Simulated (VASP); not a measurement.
# Co (P6_3/mmc) in VASP: relaxation of shape and atoms at fixed volume with LDA

Aim: the relaxation of shape and atoms at fixed volume of Co with LDA.

All numbers are computed with VASP 6.6.1; they aren't measurements. Logs are shortened: lines on timing, memory, paths and dates and some standing lists are left out, and cuts for length are marked.

### Step 1. The cell of the first run

It takes space group P6_3/mmc (No. 194, hexagonal). The conventional cell has a = 2.103 Å, b = 2.103 Å, c = 3.394 Å, α = 90.00°, β = 90.00°, γ = 120.00°. Co (site symmetry -6m2) has 12 Co at 2.09 to 2.10 Å within 2.8 Å.

### Step 2. Relaxation of shape and atoms at fixed volume, LDA, collinear spin, ferromagnetic start

Contents of INCAR:

```
  PREC = Accurate
  ENCUT = 600
  EDIFF = 1E-6
  ISMEAR = -1
  SIGMA = 0.1
  LREAL = F
  LASPH = T
  NELM = 150
  ALGO = Normal
  ISIF = 4
  LWAVE = F
  LCHARG = F
  ISPIN = 2
  MAGMOM = 1.7 1.7
  LORBIT = 11
  LMAXMIX = 4
  IBRION = 2
  NSW = 50
  EDIFFG = -0.005
```

Contents of KPOINTS:

```
Automatic mesh
0
Gamma
  18 18 10
```

Contents of POSCAR:

```
Co
1.0
    2.1033666570      0.0000000000      0.0000000000
   -1.0516833285      1.8215689584      0.0000000000
    0.0000000000      0.0000000000      3.3942436010
Co
2
Direct
    0.3333333333      0.6666666667      0.2500000000
    0.6666666667      0.3333333333      0.7500000000
```

Potentials or basis: VASP PAW LDA potentials, release 64 (Co).

Launch:

```sh
$ cat potpaw_LDA.64/Co/POTCAR > POTCAR
$ mpirun -np 1 vasp_std > vasp.out
```

OUTCAR:

```text
PREC = Accurate
   ENCUT = 600
   EDIFF = 1E-6
   ISMEAR = -1
   LREAL = F
   LASPH = T
   NELM = 150
   ISIF = 4
   ISPIN = 2
   LORBIT = 11
   IBRION = 2
   NSW = 50
   EDIFFG = -0.005

 ion  position               nearest neighbor table
   1  0.333  0.667  0.250-   2 2.09   2 2.09   2 2.09   2 2.09   2 2.09   2 2.09   2 2.96   2 2.96
                             2 2.96   2 2.96   2 2.96   2 2.96
   2  0.667  0.333  0.750-   1 2.09   1 2.09   1 2.09   1 2.09   1 2.09   1 2.09   1 2.96   1 2.96
                             1 2.96   1 2.96   1 2.96   1 2.96

  LATTYP: Found a hexagonal cell.
 ALAT       =     2.1033666570
 C/A-ratio  =     1.6137194101

  Lattice vectors:

 A1 = (   2.1033666570,   0.0000000000,   0.0000000000)
 A2 = (  -1.0516833285,   1.8215689584,   0.0000000000)
 A3 = (   0.0000000000,   0.0000000000,   3.3942436010)

Analysis of symmetry for initial positions (statically):
=====================================================================
 Subroutine PRICEL returns:
 Original cell was already a primitive cell.

 Routine SETGRP: Setting up the symmetry group for a
 hexagonal supercell.

 Subroutine GETGRP returns: Found 24 space group operations
 (whereof 12 operations were pure point group operations)
 out of a pool of 24 trial point group operations.

The static configuration has the point symmetry D_3d.
 The point group associated with its full space group is D_6h.

Analysis of symmetry for dynamics (positions and initial velocities):
=====================================================================
 Subroutine PRICEL returns:
 Original cell was already a primitive cell.

 Routine SETGRP: Setting up the symmetry group for a
 hexagonal supercell.

 Subroutine GETGRP returns: Found 24 space group operations
 (whereof 12 operations were pure point group operations)
 out of a pool of 24 trial point group operations.

The dynamic configuration has the point symmetry D_3d.
 The point group associated with its full space group is D_6h.

Analysis of structural, dynamic, and magnetic symmetry:
=====================================================================
 Subroutine PRICEL returns:
 Original cell was already a primitive cell.

 Routine SETGRP: Setting up the symmetry group for a
 hexagonal supercell.

 Subroutine GETGRP returns: Found 24 space group operations
 (whereof 12 operations were pure point group operations)
 out of a pool of 24 trial point group operations.

The overall configuration has the point symmetry D_3d.
 The point group associated with its full space group is D_6h.

 Subroutine INISYM returns: Found 24 space group operations
 (whereof 12 operations are pure point group operations),
 and found     1 'primitive' translations

----------------------------------------------------------------------------------------

                                     Primitive cell

  volume of cell :      13.0048

  direct lattice vectors                    reciprocal lattice vectors
     2.103366657  0.000000000  0.000000000     0.475428284  0.274488648  0.000000000
    -1.051683329  1.821568958  0.000000000     0.000000000  0.548977295  0.000000000
     0.000000000  0.000000000  3.394243601     0.000000000  0.000000000  0.294616450

  length of vectors
     2.103366657  2.103366657  3.394243601     0.548977295  0.548977295  0.294616450

  position of ions in fractional coordinates (direct lattice)
     0.333333333  0.666666667  0.250000000
     0.666666667  0.333333333  0.750000000

  ion indices of the primitive-cell ions
   primitive index   ion index
                 1           1
                 2           2

----------------------------------------------------------------------------------------

 KPOINTS: Automatic mesh

Automatic generation of k-mesh.
 Grid dimensions read from file:
 generate k-points for:   18   18   10

 Generating k-lattice:

  Cartesian coordinates                     Fractional coordinates (reciprocal lattice)
     0.026412682  0.015249369  0.000000000     0.055555556 -0.000000000  0.000000000
     0.000000000  0.030498739  0.000000000     0.000000000  0.055555556  0.000000000
     0.000000000  0.000000000  0.029461645     0.000000000  0.000000000  0.100000000

  Length of vectors
     0.030498739  0.030498739  0.029461645

  Shift w.r.t. Gamma in fractional coordinates (k-lattice)
     0.000000000  0.000000000  0.000000000

 Subroutine IBZKPT returns following result:
 ===========================================

 Found    222 irreducible k-points:

 Following reciprocal coordinates:
            Coordinates               Weight
  0.000000  0.000000  0.000000      1.000000
  0.055556  0.000000  0.000000      6.000000
  0.111111  0.000000  0.000000      6.000000
  0.166667  0.000000  0.000000      6.000000
  0.222222  0.000000  0.000000      6.000000
  0.277778  0.000000  0.000000      6.000000
[... 16 lines left out ...]
  0.333333  0.111111  0.000000     12.000000
  0.388889  0.111111  0.000000     12.000000
 [... further k-points ...]
   k-points           NKPTS =    222   k-points in BZ     NKDIM =    222   number of bands    NBANDS=     15
   number of dos      NEDOS =    301   number of ions     NIONS =      2
   total plane-waves  NPLWV =   9072
   dimension x,y,z NGX =    18 NGY =   18 NGZ =   28
   dimension x,y,z NGXF=    36 NGYF=   36 NGZF=   56
   ions per type =               2
   NGX,Y,Z   is equivalent  to a cutoff of  14.23, 14.23, 13.71 a.u.
   NGXF,Y,Z  is equivalent  to a cutoff of  28.45, 28.45, 27.43 a.u.
 SYSTEM =  unknown system
   PREC   = accura    normal or accurate (medium, high low for compatibility)
   ISTART =      0    job   : 0-new  1-cont  2-samecut
   ICHARG =      2    charge: 1-file 2-atom 10-const
   ISPIN  =      2    spin polarized calculation?
   LNONCOLLINEAR =      F non collinear calculations
   LSORBIT =      F    spin-orbit coupling
   LASPH  =      T    aspherical Exc in radial PAW
   ENCUT  =  600.0 eV  44.10 Ry    6.64 a.u.   4.20  4.20  6.78*2*pi/ulx,y,z
   NELM   =    150;   NELMIN=  2; NELMDL= -5     # of ELM steps
   EDIFF  = 0.1E-05   stopping-criterion for ELM
   LREAL  =      F    real-space projection
   EDIFFG = -.5E-02   stopping-criterion for IOM
   NSW    =     50    number of steps for IOM
   IBRION =      2    ionic relax: 0-MD 1-quasi-New 2-CG
   NFREE  =      1    steps in history (QN), initial steepest desc. (CG)
   ISIF   =      4    stress and relaxation
   ISYM   =      2    0-nonsym 1-usesym 2-fastsym
   POTIM  = 0.5000    time-step for ionic-motion
   TEBEG  =    0.0;   TEEND  =   0.0 temperature during run
   PSTRESS=    0.0 pullay stress
   NELECT =      18.0000    total number of electrons
   NUPDOWN=      -1.0000    fix difference up-down
   EMIN   =  10.00;   EMAX   =-10.00  energy-range for DOS
   EFERMI =   0.00;   METHOD = LEGACY
   ISMEAR =    -1;   SIGMA  =   0.10  broadening in eV -4-tet -1-fermi 0-gaus
   EFERMI_NEDOS =   21; number of points for ismear=-14 and -15
   IALGO  =     38    algorithm
   IMIX   =      4    mixing-type and parameters
     AMIX     =   0.40;   BMIX     =  1.00
     AMIX_MAG =   1.60;   BMIX_MAG =  1.00
  volume/ion in A,a.u.               =       6.50        43.88
  Fermi-wavevector in a.u.,A,eV,Ry     =   1.824446  3.447704 45.288420  3.328605
  Thomas-Fermi vector in A             =   2.880179
   LORBIT       =     11    0 simple, 1 ext, 2 COOP (PROOUT), +10 PAW based schemes
   GGA     = CA    functional components
   LHFCALC =     F    Hartree Fock is set to
   AEXX    =    0.0000 exact exchange contribution
   IVDW    =     0    specifies the selected vdW correction
   LEPSILON=     F    determine dielectric tensor
   LRPA    =     F    only Hartree local field effects (RPA)
 conjugate gradient relaxation of ions
 spin polarized calculation
  energy-cutoff  :      600.00
  volume of cell :       13.00
 maximum number of plane-waves:       458
 NGX is ok and might be reduce to    18
   NGX =  9   NGY =  9   NGZ = 13

--------------------------------------- Ionic step        1  -------------------------------------------

 number of electron      17.9999998 magnetization       0.0025162

 Free energy of the ion-electron system (eV)
  ---------------------------------------------------
  ext. energy  EPLUGINS =         0.00000000
  ---------------------------------------------------
  free energy    TOTEN  =       -12.11489142 eV

  energy without entropy =      -12.02412162  energy(sigma->0) =      -12.06950652

------------------------ aborting loop because EDIFF is reached ----------------------------------------

  FORCE on cell =-STRESS in cart. coord.  units (eV):
  Direction    XX          YY          ZZ          XY          YZ          ZX
  --------------------------------------------------------------------------------------
  -------------------------------------------------------------------------------------
  Total       24.3011089     24.3011089     24.5775574      0.0000000      0.0000000      0.0000000
  in kB     2993.8708723   2993.8708722   3027.9290321      0.0000000      0.0000000      0.0000000
  external PRESSURE =    3005.2235922 kB  Pullay stress =       0.0000000 kB
[... 63 lines left out ...]
 number of electron      17.9999997 magnetization       0.0000762

 number of electron      17.9999997 magnetization      -0.0000547

 Free energy of the ion-electron system (eV)
  ---------------------------------------------------
  ext. energy  EPLUGINS =         0.00000000
  ---------------------------------------------------
  free energy    TOTEN  =       -12.11515105 eV

  energy without entropy =      -12.02435834  energy(sigma->0) =      -12.06975470

 E-fermi :  20.1541     XC(G=0): -17.0149

 val. band max:       20.1480738117   @ k =   0.3889   0.1667   0.1000
 cond. band min:      20.1567324424   @ k =   0.0556   0.0000   0.4000
 fundamental gap:      0.0086586307
 Fermi energy:        20.1540760340

 spin component 1

 k-point     1 :       0.0000    0.0000    0.0000
  band No.  band energies     occupation
      1       7.6753      1.00000
      2      11.4222      1.00000
      3      16.2432      1.00000
      4      16.2932      1.00000
      5      16.2932      1.00000
      6      17.0557      1.00000
      7      17.0557      1.00000
      8      17.8606      1.00000
      9      17.8606      1.00000
     10      19.8539      0.95265
     11      20.3123      0.17046
     12      20.3123      0.17046
     13      32.5489      0.00000
     14      45.6224      0.00000
[... 403 lines left out ...]
      4      15.7246      1.00000
      5      15.8004      1.00000
      6      16.4851      1.00000
      7      17.2222      1.00000
      8      20.2824      0.21707
      9      20.6746      0.00546
     10      20.7314      0.00310
     11      23.4822      0.00000
     12      28.6726      0.00000
     13      34.6722      0.00000
     14      36.2142      0.00000
     15      38.2600      0.00000

 [... further k-points ...]

 spin component 2

 k-point     1 :       0.0000    0.0000    0.0000
  band No.  band energies     occupation
      1       7.6753      1.00000
      2      11.4223      1.00000
      3      16.2432      1.00000
      4      16.2932      1.00000
      5      16.2932      1.00000
      6      17.0558      1.00000
      7      17.0558      1.00000
      8      17.8606      1.00000
      9      17.8606      1.00000
     10      19.8539      0.95264
     11      20.3123      0.17044
     12      20.3123      0.17044
     13      32.5489      0.00000
     14      45.6224      0.00000
[... 444 lines left out ...]
  FREE ENERGIE OF THE ION-ELECTRON SYSTEM (eV)
  ---------------------------------------------------
  free  energy   TOTEN  =       -12.1151510493 eV

  energy  without entropy=      -12.0243583440  energy(sigma->0) =      -12.06975470

 reached required accuracy - stopping structural energy minimisation

 total charge

# of ion       s       p       d       tot
------------------------------------------
    1        0.788   1.160   7.935   9.883
    2        0.788   1.160   7.935   9.883
--------------------------------------------------
tot          1.576   2.320  15.870  19.766

 magnetization (x)

# of ion       s       p       d       tot
------------------------------------------
    1        0.000   0.000   0.000   0.000
    2        0.000   0.000   0.000   0.000
--------------------------------------------------
tot          0.000   0.000   0.000   0.000
```

Wall time 79 s (1 thread of Intel Xeon 6975P-C (Granite Rapids), shared host); peak memory 0.19 GiB.

Results:

```yaml
Free_energy: -12.1152 eV
Energy_gained_by_relaxing: 0.1 meV/atom
Ionic_steps: 3
Pressure_after_relaxing: 300.5 GPa
Band_gap_on_the_k_mesh: zero (filled and empty bands overlap)
Net_moment: 0.00 μB per cell
```

Step by step:
| step | energy change (eV) | largest force (eV/Å) | pressure (GPa) | volume (Å³) |
| --- | --- | --- | --- | --- |
| 1 | 0.0000 | 0.0000 | 300.52 | 13.00 |
| 2 | 0.0002 | 0.0000 | 300.48 | 13.00 |
| 3 | -0.0003 | 0.0000 | 300.48 | 13.00 |

Final structure:
```
Co
1.0
     2.10138    0.00000    0.00000
    -1.05069    1.81985    0.00000
     0.00000    0.00000    3.40066
Co
2
Direct
  0.33333 0.66667 0.25000
  0.66667 0.33333 0.75000
```
